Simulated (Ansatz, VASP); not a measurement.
# One calculation of SrTl, two programs

The input INCAR:

```
PREC = Accurate
ENCUT = 520
EDIFF = 1E-7
ISMEAR = -1
SIGMA = 0.05
LREAL = F
LASPH = T
NELM = 100
ALGO = Normal
ISIF = 2
LWAVE = F
LCHARG = T
LELF = T
LVHAR = T
NBANDS = 18
```

File KPOINTS:

```
regular mesh
0
Gamma
  8 8 8
```

POSCAR

```
SrTl
1.0
    4.0453954472      0.0000000000      0.0000000000
    0.0000000000      4.0453954472      0.0000000000
    0.0000000000      0.0000000000      4.0453954472
Sr Tl
1 1
Direct
    0.0000000000      0.0000000000      0.0000000000
    0.5000000000      0.5000000000      0.5000000000
```

Input for Ansatz:

```yaml
crystal:
  lattice:
    - [4.0453954472, 0.0, 0.0]
    - [0.0, 4.0453954472, 0.0]
    - [0.0, 0.0, 4.0453954472]
  atoms:
    - { symbol: Sr, position: [0.0, 0.0, 0.0] }
    - { symbol: Tl, position: [0.5, 0.5, 0.5] }
kpoints:
  mp_grid: { grid: [8, 8, 8] }
  band_path:
    path:
      - [0.0, 0.0, 0.0]
      - [0.0, 0.5, 0.0]
      - [0.5, 0.5, 0.0]
      - [0.0, 0.0, 0.0]
      - [0.5, 0.5, 0.5]
      - [0.0, 0.5, 0.0]
      - [0.5, 0.5, 0.5]
      - [0.5, 0.5, 0.0]
    npoints: 5
scf:
  occupations: { method: fermi_dirac, width: 0.05 }
hamiltonian:
  xc: lda
  pseudopotentials: { kind: all_electron, lapw: { basis_error: 0.0005 } }
output:
  forces: true
  stress: true
  eigenvalues: true
```

Change from the starting cell: volume scaled by 1.01.

Alike in both runs: task single point; functional LDA; k mesh 8 × 8 × 8; occupations fermi-dirac, width 0.05 eV; no spin polarisation.

```csv
,VASP,Ansatz
version,VASP 6.6.1,Ansatz 0.2.0
potentials or method,"VASP PAW LDA potentials, release 64 (Sr_sv, Tl_d), cutoff 520 eV","all-electron LAPW, scalar-relativistic"
```

```tsv
	VASP	Ansatz	Ansatz less VASP
pressure (GPa)	-2.0	-2.1	-0.07
```

LDA's correlation is that of Perdew and Zunger in VASP and of Perdew and Wang (1992) in Ansatz. Ansatz ran all-electron here, and VASP with PAW potentials.

Spin-orbit coupling is off throughout.
